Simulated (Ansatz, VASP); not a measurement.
Ga3AsP2 in VASP and in Ansatz

```
Ga As P
1.0
     0.00000   -3.94928    0.00000
     3.94928    0.00000    0.00000
    -1.97464    1.97464    8.37841
Ga As P
3 1 2
Direct
  0.99586 0.99586 0.99171
  0.67081 0.67081 0.34162
  0.33333 0.33333 0.66667
  0.58333 0.08333 0.16667
  0.25207 0.75207 0.50414
  0.91459 0.41459 0.82919
```

Alike in both runs: functional PBE; k mesh 8 × 8 × 8; occupations gaussian, width 0.1 eV; no spin polarisation.

Ansatz relaxed the structure, and its values are those at the end. VASP's run is a single point on that final structure, the one shown.

|  | VASP | Ansatz |
| --- | --- | --- |
| version | VASP 6.6.1 | Ansatz 0.2.0 |
| potentials or method | VASP PAW PBE potentials, release 64 (Ga_d, As, P), cutoff 520 eV | scalar-relativistic, plane waves, PAW |
| valence electrons in the cell | 54 | 64 |

Ansatz gave:

- gap on the k mesh at the Fermi level (eV): 1.04
- least direct gap on the mesh (eV): 1.04
- pressure (GPa): 0.0
- rms of the force components (eV/Å): 0.003

Problem. Which values does VASP return?

Solution. gap on the k mesh at the Fermi level (eV): 1.04; least direct gap on the mesh (eV): 1.04; pressure (GPa): 0.0; rms of the force components (eV/Å): 0.006.

With one functional, cell and mesh, what is left measures potentials, basis and numerics. VASP's potentials hold 54 valence electrons a cell and Ansatz's 64, so a difference there can come from the potentials and not from the codes.
